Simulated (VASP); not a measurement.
## Mg: single point with PBEsol

Mg:

```
CELL_PARAMETERS angstrom
5.00898 0.00000 0.00000
-2.50449 4.33790 0.00000
0.00000 0.00000 3.10036
ATOMIC_POSITIONS crystal
Mg 0.33338 0.00000 0.33333
Mg 0.00000 0.33338 0.66667
Mg 0.66662 0.66662 0.00000
```

* Program: VASP 6.6.1
* Task: single point
* Functional: PBEsol
* Potentials or basis: VASP PAW PBE potentials, release 64 (Mg)
* Cutoff: 520 eV
* k mesh: 6 × 6 × 4
* Occupations: gaussian, width 0.1 eV
* Spin: no spin polarisation

The pressure is 0.0 GPa and the band gap on the k mesh is zero (band 3 reaches 6.62 eV, above the bottom of band 4 at 1.77 eV).

Stress tensor (GPa, compression positive):
```
-0.03  0.00  0.00
 0.00 -0.03  0.00
 0.00  0.00  0.12
```

Levels at points of the mesh, in eV from the Fermi level:
| k point | band 1 | band 2 | band 3 | band 4 | band 5 | band 6 | band 7 |
| --- | --- | --- | --- | --- | --- | --- | --- |
| (0.00, 0.00, 0.00) | -7.06 | 0.31 | 0.31 | 0.31 | 0.31 | 1.55 | 1.55 |
| (0.50, 0.00, 0.00) | -5.08 | -5.08 | -1.51 | -0.88 | 5.82 | 5.82 | 6.63 |
| (0.00, 0.00, 0.50) | -3.22 | -3.22 | 3.87 | 3.87 | 3.90 | 3.90 | 3.90 |
| (0.50, 0.00, 0.50) | -1.58 | -1.33 | -1.33 | -0.98 | 2.07 | 2.07 | 3.00 |

It took 20 s on 1 thread of AMD EPYC 7R43 64-Core Processor (Zen 3), with other jobs on the host, peak memory 0.14 GiB.

Caveat: the k points lie up to 0.51 Å⁻¹ apart; the PAW data sets were made with another functional, which shifts forces and pressure a little.
